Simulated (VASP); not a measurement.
A run of VASP 6.6.1 is set up as follows.

The input POSCAR:

```
CeO2
1.0
    0.0000000000      2.7036500000      2.7036500000
    2.7036500000      0.0000000000      2.7036500000
    2.7036500000      2.7036500000      0.0000000000
Ce O
1 2
Direct
    0.0000000000      0.0000000000      0.0000000000
    0.2500000000      0.2500000000      0.2500000000
    0.7500000000      0.7500000000      0.7500000000
```

INCAR.step1

```
PREC     = Accurate       # precision mode
ENCUT    = 600            # plane-wave cutoff, eV
ISMEAR   = 0              # smearing method
SIGMA    = 0.02           # smearing width, eV
LREAL    = F              # projectors in reciprocal space
LASPH    = T              # aspherical terms in the spheres
NELM     = 100            # most SCF steps
GGA      = PE             # functional
ALGO     = Normal         # electronic algorithm
EDIFF    = 1E-4           # SCF threshold, eV
LWAVE    = T              # write WAVECAR
LCHARG   = F              # write CHGCAR
```

File INCAR.step2:

```
PREC     = Accurate       # precision mode
ENCUT    = 600            # plane-wave cutoff, eV
EDIFF    = 1E-6           # SCF threshold, eV
ISMEAR   = 0              # smearing method
SIGMA    = 0.02           # smearing width, eV
LREAL    = F              # projectors in reciprocal space
LASPH    = T              # aspherical terms in the spheres
NELM     = 100            # most SCF steps
ALGO     = Normal         # electronic algorithm
ISIF     = 3              # what is computed and relaxed
LWAVE    = F              # write WAVECAR
LCHARG   = F              # write CHGCAR
METAGGA  = R2SCAN         # meta-GGA
LMIXTAU  = T            
IBRION   = 2              # ionic algorithm
NSW      = 100            # ionic steps
EDIFFG   = -0.002         # ionic threshold
ISTART   = 1
```

KPOINTS

```
Automatic mesh
0
Gamma
  10 10 10
```

Potentials or basis: VASP PAW PBE potentials, release 64 (Ce, O).

Run with:

```sh
$ cat potpaw_PBE.64/Ce/POTCAR potpaw_PBE.64/O/POTCAR > POTCAR
$ cp INCAR.step1 INCAR
$ mpirun -np 1 vasp_std > vasp.out
$ cp INCAR.step2 INCAR
$ mpirun -np 1 vasp_std > vasp.out
```

Question: What does it give for the relaxed volume?

Answer: 13.38 Å³/atom.

Question: What does it give for the relaxed cell?

Answer: a = 3.843 Å, b = 3.843 Å, c = 3.843 Å, α = 60.00°, β = 60.00°, γ = 60.00°.

Question: Estimate the band gap on the k mesh.

Answer: 2.19 eV (least direct gap 2.27 eV).

Question: What does it give for the space group after relaxing (to 0.1 Å)?

Answer: Fm-3m (No. 225).

Step by step:
```
step  energy change (eV)  largest force (eV/Å)  pressure (GPa)  volume (Å³)
   1              0.0000                0.0000            3.10        39.53
   2              0.0047                0.0000           -3.83        41.00
   3             -0.0058                0.0000            0.01        40.14
```

Caveat: the PAW data sets were made with another functional, which shifts forces and pressure a little; spin-orbit coupling is left out, which moves the levels of the heavy elements; semilocal functionals describe open f shells poorly, which spoils levels, moments and volumes. A k mesh can miss the band edges.
